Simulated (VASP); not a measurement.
Here is a VASP 6.6.1 calculation.

The input INCAR:

```
PREC     = Accurate       # precision mode
ENCUT    = 500            # plane-wave cutoff, eV
EDIFF    = 1E-6           # SCF threshold, eV
ISMEAR   = 0              # smearing method
SIGMA    = 0.02           # smearing width, eV
LREAL    = False          # projectors in reciprocal space
LASPH    = True           # aspherical terms in the spheres
NELM     = 120            # most SCF steps
ALGO     = Normal         # electronic algorithm
ISIF     = 2              # what is computed and relaxed
LWAVE    = False          # write WAVECAR
LCHARG   = True           # write CHGCAR
GGA      = PE             # functional
LELF     = True           # ELF
LVHAR    = True         
NBANDS   = 17             # bands
GGA_COMPAT= False
```

Contents of KPOINTS:

```
regular mesh
0
Gamma
  8 8 8
```

The input POSCAR:

```
TlBr
1.0
    3.8459772000      0.0000000000      0.0000000000
    0.0000000000      3.8459772000      0.0000000000
    0.0000000000      0.0000000000      3.8459772000
Tl Br
1 1
Direct
    0.0000000000      0.0000000000      0.0000000000
    0.5000000000      0.5000000000      0.5000000000
```

Potentials or basis: VASP PAW PBE potentials, release 64 (Tl_d, Br).

Run with:

```bash
$ cat potpaw_PBE.64/Tl_d/POTCAR potpaw_PBE.64/Br/POTCAR > POTCAR
$ mpirun -np 1 vasp_std > vasp.out
```

Question: What does it give for the pressure?

Answer: 4.6 GPa.

Question: Predict the band gap on the k mesh.

Answer: 1.56 eV.

Caveat: the cell differs from its parent crystal (strained); the cell stands under pressure; spin-orbit coupling is left out, which moves the levels of the heavy elements. A k mesh can miss the band edges.
